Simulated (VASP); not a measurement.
A run of VASP 6.6.1 is set up as follows.

File INCAR:

```
PREC     = Accurate       # precision mode
ENCUT    = 520            # plane-wave cutoff, eV
EDIFF    = 1E-6           # SCF threshold, eV
ISMEAR   = -1             # smearing method
SIGMA    = 0.05           # smearing width, eV
LREAL    = F              # projectors in reciprocal space
LASPH    = T              # aspherical terms in the spheres
NELM     = 100            # most SCF steps
ALGO     = Normal         # electronic algorithm
ISIF     = 2              # what is computed and relaxed
LWAVE    = F              # write WAVECAR
LCHARG   = F              # write CHGCAR
GGA      = B5             # functional
ALDAX    = 1.0          
AGGAX    = 1.0          
AGGAC    = 1.0          
ALDAC    = 0.0          
IVDW     = 12             # dispersion correction
VDW_S6   = 1.0          
VDW_S8   = 2.6996       
VDW_A1   = 0.4298       
VDW_A2   = 4.2359       
NBANDS   = 26             # bands
```

KPOINTS

```
Automatic mesh
0
Gamma
  11 11 11
```

Contents of POSCAR:

```
NbAs
1.0
   -1.7185138144      1.7185138144      5.7946711706
    1.7185138144     -1.7185138144      5.7946711706
    1.7185138144      1.7185138144     -5.7946711706
Nb As
2 2
Direct
    0.4987529692     -0.0012470308      0.5000000000
    0.7487529692      0.7487529692      0.0000000000
    0.9172470308      0.4172470308      0.5000000000
    0.1672470308      0.1672470308      0.0000000000
```

Potentials or basis: VASP PAW PBE potentials, release 64 (Nb_sv, As).

Launch:

```console
$ cat potpaw_PBE.64/Nb_sv/POTCAR potpaw_PBE.64/As/POTCAR > POTCAR
$ mpirun -np 1 vasp_std > vasp.out
```

Estimate the band gap on the k mesh.

0.06 eV.

Estimate the largest force.

0.004 eV/Å.

Stress tensor (GPa, compression positive):
```
0.58 0.00 0.00
0.00 0.58 0.00
0.00 0.00 0.44
```

Caveat: the PAW data sets were made with another functional, which shifts forces and pressure a little; an odd mesh through Γ misses points on the zone boundary, where band edges can lie.
